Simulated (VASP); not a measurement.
# SnSe2 (I4_1/amd) in VASP: single point with PBEsol

Aim: the single point of SnSe2 with PBEsol.

Everything below comes from runs of VASP 6.6.1. Logs are shortened: lines on timing, memory, paths and dates and some standing lists are left out, and cuts for length are marked.

## Step 1: The cell of the first run

It takes space group I4_1/amd (No. 141, tetragonal). Conventional cell: a = 5.612 Å, b = 5.612 Å, c = 10.661 Å, α = 90.00°, β = 90.00°, γ = 90.00°. Sn (site symmetry -4m2) has 6 Se at 2.54 to 2.81 Å within 3.4 Å. Se (site symmetry 2mm) has 3 Sn at 2.54 to 2.81 Å within 3.4 Å.

## Step 2: Single point, PBEsol

INCAR

```
SYSTEM = SnSe2
  PREC = Accurate
  ENCUT = 520
  EDIFF = 1E-6
  ISMEAR = -1
  SIGMA = 0.03
  LREAL = .False.
  LASPH = .True.
  NELM = 100
  ALGO = Normal
  ISIF = 2
  LWAVE = .False.
  LCHARG = .False.
  GGA = PS
  NBANDS = 35
```

KPOINTS

```
Automatic mesh
0
Gamma
  6 6 6
  0 0 0
```

POSCAR

```
SnSe2
1.0
   -2.8060945377      2.8060945377      5.3305858813
    2.8060945377     -2.8060945377      5.3305858813
    2.8060945377      2.8060945377     -5.3305858813
Sn Se
2 4
Direct
    0.7500000000      0.2500000000      0.5000000000
    0.0000000000      0.0000000000      0.0000000000
    0.5113518422      0.0113518422      0.5000000000
    0.7613518422      0.7613518422      0.0000000000
    0.2386481578      0.2386481578      0.0000000000
    0.9886481578      0.4886481578      0.5000000000
```

Potentials or basis: VASP PAW PBE potentials, release 64 (Sn_d, Se).

Launch:

```sh
> cat potpaw_PBE.64/Sn_d/POTCAR potpaw_PBE.64/Se/POTCAR > POTCAR
> mpirun -np 1 vasp_std > vasp.out
```

OUTCAR:

```text
SYSTEM = SnSe2
   PREC = Accurate
   ENCUT = 520
   EDIFF = 1E-6
   ISMEAR = -1
   LREAL = .False.
   LASPH = .True.
   NELM = 100
   ISIF = 2
   GGA = PS

 ion  position               nearest neighbor table
   1  0.750  0.250  0.500-   3 2.54   6 2.54   5 2.81   4 2.81   4 2.81   5 2.81
   2  0.000  0.000  0.000-   4 2.54   5 2.54   3 2.81   6 2.81   3 2.81   6 2.81
   3  0.511  0.011  0.500-   1 2.54   2 2.81   2 2.81
   4  0.761  0.761  0.000-   2 2.54   1 2.81   1 2.81
   5  0.239  0.239  0.000-   2 2.54   1 2.81   1 2.81
   6  0.989  0.489  0.500-   1 2.54   2 2.81   2 2.81

  LATTYP: Found a body centered tetragonal cell.
 ALAT       =     5.6121890754
 C/A-ratio  =     1.8996458636

  Lattice vectors:

 A1 = (  -2.8060945377,   2.8060945377,   5.3305858813)
 A2 = (   2.8060945377,  -2.8060945377,   5.3305858813)
 A3 = (   2.8060945377,   2.8060945377,  -5.3305858813)

Analysis of symmetry for initial positions (statically):
=====================================================================
 Subroutine PRICEL returns:
 Original cell was already a primitive cell.

 Routine SETGRP: Setting up the symmetry group for a
 body centered tetragonal supercell.

 Subroutine GETGRP returns: Found 16 space group operations
 (whereof  8 operations were pure point group operations)
 out of a pool of 16 trial point group operations.

The static configuration has the point symmetry D_2d.
 The point group associated with its full space group is D_4h.

Analysis of symmetry for dynamics (positions and initial velocities):
=====================================================================
 Subroutine PRICEL returns:
 Original cell was already a primitive cell.

 Routine SETGRP: Setting up the symmetry group for a
 body centered tetragonal supercell.

 Subroutine GETGRP returns: Found 16 space group operations
 (whereof  8 operations were pure point group operations)
 out of a pool of 16 trial point group operations.

The dynamic configuration has the point symmetry D_2d.
 The point group associated with its full space group is D_4h.

 Subroutine INISYM returns: Found 16 space group operations
 (whereof  8 operations are pure point group operations),
 and found     1 'primitive' translations

----------------------------------------------------------------------------------------

                                     Primitive cell

  volume of cell :     167.8957

  direct lattice vectors                    reciprocal lattice vectors
    -2.806094538  2.806094538  5.330585881     0.000000000  0.178183590  0.093798320
     2.806094538 -2.806094538  5.330585881     0.178183590  0.000000000  0.093798320
     2.806094538  2.806094538 -5.330585881     0.178183590  0.178183590  0.000000000

  length of vectors
     6.645560845  6.645560845  6.645560845     0.201364140  0.201364140  0.251989650

  position of ions in fractional coordinates (direct lattice)
     0.750000000  0.250000000  0.500000000
     0.000000000  0.000000000  0.000000000
     0.511351842  0.011351842  0.500000000
     0.761351842  0.761351842  0.000000000
     0.238648158  0.238648158  0.000000000
     0.988648158  0.488648158  0.500000000

  ion indices of the primitive-cell ions
   primitive index   ion index
                 1           1
                 2           2
                 3           3
                 4           4
                 5           5
                 6           6

----------------------------------------------------------------------------------------

 KPOINTS: Automatic mesh

Automatic generation of k-mesh.
 Grid dimensions read from file:
 generate k-points for:    6    6    6

 Generating k-lattice:

  Cartesian coordinates                     Fractional coordinates (reciprocal lattice)
     0.000000000  0.029697265  0.015633053     0.166666667  0.000000000  0.000000000
     0.029697265  0.000000000  0.015633053     0.000000000  0.166666667  0.000000000
     0.029697265  0.029697265  0.000000000     0.000000000  0.000000000  0.166666667

  Length of vectors
     0.033560690  0.033560690  0.041998275

  Shift w.r.t. Gamma in fractional coordinates (k-lattice)
     0.000000000  0.000000000  0.000000000

 Subroutine IBZKPT returns following result:
 ===========================================

 Found     30 irreducible k-points:

 Following reciprocal coordinates:
            Coordinates               Weight
  0.000000  0.000000  0.000000      1.000000
  0.166667  0.000000 -0.000000      8.000000
  0.333333  0.000000 -0.000000      8.000000
  0.500000  0.000000  0.000000      4.000000
  0.166667  0.166667  0.000000      8.000000
  0.333333  0.166667  0.000000     16.000000
[... 16 lines left out ...]
 -0.333333 -0.333333  0.166667      8.000000
 -0.166667 -0.333333  0.166667      8.000000
 [... further k-points ...]
   k-points           NKPTS =     30   k-points in BZ     NKDIM =     30   number of bands    NBANDS=     35
   number of dos      NEDOS =    301   number of ions     NIONS =      6
   total plane-waves  NPLWV = 125000
   dimension x,y,z NGX =    50 NGY =   50 NGZ =   50
   dimension x,y,z NGXF=   100 NGYF=  100 NGZF=  100
   ions per type =               2   4
   NGX,Y,Z   is equivalent  to a cutoff of  12.51, 12.51, 12.51 a.u.
   NGXF,Y,Z  is equivalent  to a cutoff of  25.02, 25.02, 25.02 a.u.
 SYSTEM =  SnSe2
   PREC   = accura    normal or accurate (medium, high low for compatibility)
   ISTART =      0    job   : 0-new  1-cont  2-samecut
   ICHARG =      2    charge: 1-file 2-atom 10-const
   ISPIN  =      1    spin polarized calculation?
   LNONCOLLINEAR =      F non collinear calculations
   LSORBIT =      F    spin-orbit coupling
   LASPH  =      T    aspherical Exc in radial PAW
   ENCUT  =  520.0 eV  38.22 Ry    6.18 a.u.  12.36 12.36 12.36*2*pi/ulx,y,z
   NELM   =    100;   NELMIN=  2; NELMDL= -5     # of ELM steps
   EDIFF  = 0.1E-05   stopping-criterion for ELM
   LREAL  =      F    real-space projection
   EDIFFG = 0.1E-04   stopping-criterion for IOM
   NSW    =      0    number of steps for IOM
   IBRION =     -1    ionic relax: 0-MD 1-quasi-New 2-CG
   NFREE  =      0    steps in history (QN), initial steepest desc. (CG)
   ISIF   =      2    stress and relaxation
   ISYM   =      2    0-nonsym 1-usesym 2-fastsym
   POTIM  = 0.5000    time-step for ionic-motion
   TEBEG  =    0.0;   TEEND  =   0.0 temperature during run
   PSTRESS=    0.0 pullay stress
   NELECT =      52.0000    total number of electrons
   NUPDOWN=      -1.0000    fix difference up-down
   EMIN   =  10.00;   EMAX   =-10.00  energy-range for DOS
   EFERMI =   0.00;   METHOD = LEGACY
   ISMEAR =    -1;   SIGMA  =   0.03  broadening in eV -4-tet -1-fermi 0-gaus
   EFERMI_NEDOS =   21; number of points for ismear=-14 and -15
   IALGO  =     38    algorithm
   IMIX   =      4    mixing-type and parameters
     AMIX     =   0.40;   BMIX     =  1.00
     AMIX_MAG =   1.60;   BMIX_MAG =  1.00
  volume/ion in A,a.u.               =      27.98       188.84
  Fermi-wavevector in a.u.,A,eV,Ry     =   1.107634  2.093124 16.692336  1.226852
  Thomas-Fermi vector in A             =   2.244150
   LORBIT       =      0    0 simple, 1 ext, 2 COOP (PROOUT), +10 PAW based schemes
   GGA     = PS    functional components
   LHFCALC =     F    Hartree Fock is set to
   AEXX    =    0.0000 exact exchange contribution
   IVDW    =     0    specifies the selected vdW correction
   LEPSILON=     F    determine dielectric tensor
   LRPA    =     F    only Hartree local field effects (RPA)
 non-spin polarized calculation
  energy-cutoff  :      520.00
  volume of cell :      167.90
 maximum number of plane-waves:      4549
 NGX is ok and might be reduce to    50
   NGX = 25   NGY = 25   NGZ = 25

 number of electron      52.0000001 magnetization

 Free energy of the ion-electron system (eV)
  ---------------------------------------------------
  ext. energy  EPLUGINS =         0.00000000
  ---------------------------------------------------
  free energy    TOTEN  =       -24.60280886 eV

  energy without entropy =      -24.60206411  energy(sigma->0) =      -24.60243648

 E-fermi :   3.4314     XC(G=0):  -9.2428

 val. band max:        3.3172108533   @ k =   0.3333   0.3333   0.1667
 cond. band min:       3.4918964630   @ k =   0.5000   0.5000   0.5000
 fundamental gap:      0.1746856096
 Fermi energy:         3.4313809786

 k-point     1 :       0.0000    0.0000    0.0000
  band No.  band energies     occupation
      1     -18.2473      2.00000
      2     -18.2461      2.00000
      3     -18.2319      2.00000
      4     -18.1897      2.00000
      5     -18.1892      2.00000
      6     -18.1784      2.00000
[... 27 lines left out ...]
     34      10.1266      0.00000
     35      10.5090      0.00000

 k-point     2 :       0.1667    0.0000   -0.0000
  band No.  band energies     occupation
      1     -18.2519      2.00000
      2     -18.2380      2.00000
      3     -18.2320      2.00000
      4     -18.1909      2.00000
      5     -18.1889      2.00000
      6     -18.1790      2.00000
[... 27 lines left out ...]
     34      10.0964      0.00000
     35      10.3790      0.00000

 k-point     3 :       0.3333    0.0000   -0.0000
  band No.  band energies     occupation
      1     -18.2520      2.00000
      2     -18.2400      2.00000
      3     -18.2215      2.00000
      4     -18.1950      2.00000
      5     -18.1878      2.00000
      6     -18.1806      2.00000
[... 27 lines left out ...]
     34       9.4903      0.00000
     35      10.0250      0.00000
[... 723 lines left out ...]
 k-point    23 :      -0.3333   -0.3333    0.1667
  band No.  band energies     occupation
      1     -18.2590      2.00000
      2     -18.2473      2.00000
      3     -18.2117      2.00000
      4     -18.1924      2.00000
      5     -18.1864      2.00000
      6     -18.1818      2.00000
[... 27 lines left out ...]
     34       9.5925      0.00000
     35       9.6274      0.00000

 k-point    24 :      -0.1667   -0.3333    0.1667
  band No.  band energies     occupation
      1     -18.2606      2.00000
      2     -18.2433      2.00000
      3     -18.2192      2.00000
      4     -18.1894      2.00000
      5     -18.1875      2.00000
      6     -18.1804      2.00000
[... 27 lines left out ...]
     34       9.7810      0.00000
     35       9.9533      0.00000

 [... further k-points ...]

------------------------ aborting loop because EDIFF is reached ----------------------------------------

  FORCE on cell =-STRESS in cart. coord.  units (eV):
  Direction    XX          YY          ZZ          XY          YZ          ZX
  --------------------------------------------------------------------------------------
  -------------------------------------------------------------------------------------
  Total        0.0559190      0.0559190      0.1254960      0.0000000      0.0000000      0.0000000
  in kB        0.5336181      0.5336181      1.1975705      0.0000000      0.0000000      0.0000000
  external PRESSURE =       0.7549356 kB  Pullay stress =       0.0000000 kB

 VOLUME and BASIS-vectors are now :
 -----------------------------------------------------------------------------
  energy-cutoff  :      520.00
  volume of cell :      167.90
      direct lattice vectors                 reciprocal lattice vectors
    -2.806094538  2.806094538  5.330585881     0.000000000  0.178183590  0.093798320
     2.806094538 -2.806094538  5.330585881     0.178183590  0.000000000  0.093798320
     2.806094538  2.806094538 -5.330585881     0.178183590  0.178183590  0.000000000

 POSITION                                       TOTAL-FORCE (eV/Angst)
 -----------------------------------------------------------------------------------
      0.00000      2.80609      2.66529         0.000000      0.000000      0.000000
      0.00000      0.00000      0.00000         0.000000      0.000000      0.000000
      0.00000      2.80609      0.12102        -0.000000     -0.000000     -0.013041
      0.00000      0.00000      8.11690         0.000000      0.000000     -0.013041
      0.00000      0.00000      2.54427        -0.000000     -0.000000      0.013041
     -0.00000      2.80609      5.20956        -0.000000     -0.000000      0.013041
 -----------------------------------------------------------------------------------
    total drift:                               -0.000000     -0.000000     -0.000000

  FREE ENERGIE OF THE ION-ELECTRON SYSTEM (eV)
  ---------------------------------------------------
  free  energy   TOTEN  =       -24.6028088573 eV

  energy  without entropy=      -24.6020641088  energy(sigma->0) =      -24.60243648
```

It took 6.8 min on 1 thread of Intel Xeon 8259CL, shared host; peak memory 0.41 GiB.

Results:

```
Free energy            : -24.6028 eV
Pressure               : 0.1 GPa
Largest force          : 0.013 eV/Å
Band gap on the k mesh : 0.17 eV (least direct gap 0.55 eV)
```

Forces on the atoms (eV/Å):
```
Sn   0.000  0.000  0.000
Sn   0.000  0.000  0.000
Se   0.000  0.000 -0.013
Se   0.000  0.000 -0.013
Se   0.000  0.000  0.013
Se   0.000  0.000  0.013
```

Levels at points of the mesh, in eV from the valence-band top:
| k point | band 22 | band 23 | band 24 | band 25 | band 26 | band 27 | band 28 | band 29 | band 30 | band 31 |
| --- | --- | --- | --- | --- | --- | --- | --- | --- | --- | --- |
| (0.00, 0.00, 0.00) | -1.35 | -0.97 | -0.97 | -0.03 | -0.03 | 0.52 | 0.83 | 4.78 | 5.62 | 6.25 |
| (0.50, 0.00, 0.00) | -1.11 | -1.04 | -0.88 | -0.84 | -0.71 | 1.33 | 1.65 | 2.65 | 3.25 | 5.28 |
| (0.50, 0.50, 0.00) | -1.35 | -0.51 | -0.51 | -0.08 | -0.08 | 1.59 | 1.59 | 2.27 | 2.27 | 3.45 |
| (0.50, 0.50, 0.50) | -2.67 | -0.80 | -0.80 | -0.38 | -0.38 | 0.17 | 0.17 | 5.13 | 5.13 | 5.96 |

Caveat: the PAW data sets were made with another functional, which shifts forces and pressure a little; spin-orbit coupling is left out, which moves the levels of the heavy elements.
